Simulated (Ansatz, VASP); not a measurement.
# AlV3N4 in VASP and in Ansatz

Contents of INCAR:

```
PREC = Accurate ; ENCUT = 600
EDIFF = 1E-7 ; ISMEAR = 0
SIGMA = 0.1 ; LREAL = F
LASPH = T ; NELM = 150
ALGO = Normal ; ISIF = 3
LWAVE = F ; LCHARG = F
ISPIN = 2 ; MAGMOM = 0 2 2 2 0 0 0 0
LORBIT = 11 ; LMAXMIX = 4
GGA = PE ; IBRION = 2
NSW = 90 ; EDIFFG = -0.04
```

Contents of KPOINTS:

```
Automatic mesh
0
Gamma
  4 4 4
```

Contents of POSCAR:

```
AlV3N4
1.0
    4.6160606500      0.0000000000      0.0000000000
    0.0000000000      4.6160606500      0.0000000000
    0.0000000000      0.0000000000      4.6160606500
Al V N
1 3 4
Direct
    0.5000000000      0.5000000000      0.5000000000
    0.5000000000      0.0000000000      0.0000000000
    0.0000000000      0.0000000000      0.5000000000
    0.0000000000      0.5000000000      0.0000000000
    0.7500000000      0.2500000000      0.7500000000
    0.7500000000      0.7500000000      0.2500000000
    0.2500000000      0.2500000000      0.2500000000
    0.2500000000      0.7500000000      0.7500000000
```

Input for Ansatz:

```yaml
crystal:
  lattice:
    - [4.61606065, 0.0, 0.0]
    - [0.0, 4.61606065, 0.0]
    - [0.0, 0.0, 4.61606065]
  atoms:
    - { symbol: Al, position: [0.5, 0.5, 0.5] }
    - { symbol: V, position: [0.5, 0.0, 0.0], spin: 2.0 }
    - { symbol: V, position: [0.0, 0.0, 0.5], spin: 2.0 }
    - { symbol: V, position: [0.0, 0.5, 0.0], spin: 2.0 }
    - { symbol: "N", position: [0.75, 0.25, 0.75] }
    - { symbol: "N", position: [0.75, 0.75, 0.25] }
    - { symbol: "N", position: [0.25, 0.25, 0.25] }
    - { symbol: "N", position: [0.25, 0.75, 0.75] }
basis:
  ecutwfc: 420
kpoints:
  mp_grid: { grid: [4, 4, 4] }
hamiltonian:
  xc: pbe
scf:
  occupations: { method: gaussian, width: 0.1 }
  lower_state_search: "off"
output:
  forces: true
  stress: true
  eigenvalues: true
  populations: true
magnetization:
  spin_polarized: true
relax:
  adjacent_minimum: "off"
  f_tol: 0.04
  max_steps: 70
  cell: { stress_tol: 0.4 }
```

Alike in both runs: task relaxation of cell and atoms; functional PBE; k mesh 4 × 4 × 4; occupations gaussian, width 0.1 eV; collinear spin.

|  | VASP | Ansatz |
| --- | --- | --- |
| version | VASP 6.6.1 | Ansatz 0.2.0 |
| potentials or method | VASP PAW PBE potentials, release 64 (Al, V_sv, N), cutoff 600 eV | scalar-relativistic, plane waves, PAW |
| valence electrons in the cell | 62 | 62 |

Ansatz gave:

- gap on the k mesh at the Fermi level, each at its own relaxed structure (eV): none
- net moment per atom (μB): 0.00
- relaxed volume (Å³/atom): 10.86
- relaxed cell length with the largest relative difference (Å): 4.429

Estimate VASP's values.

gap on the k mesh at the Fermi level, each at its own relaxed structure (eV): none; net moment per atom (μB): 0.00; relaxed volume (Å³/atom): 10.85; relaxed cell length with the largest relative difference (Å): 4.427.

A gap of «none» marks a metal or a gap that the smearing closes. Ansatz's warnings: seeded moment not kept.
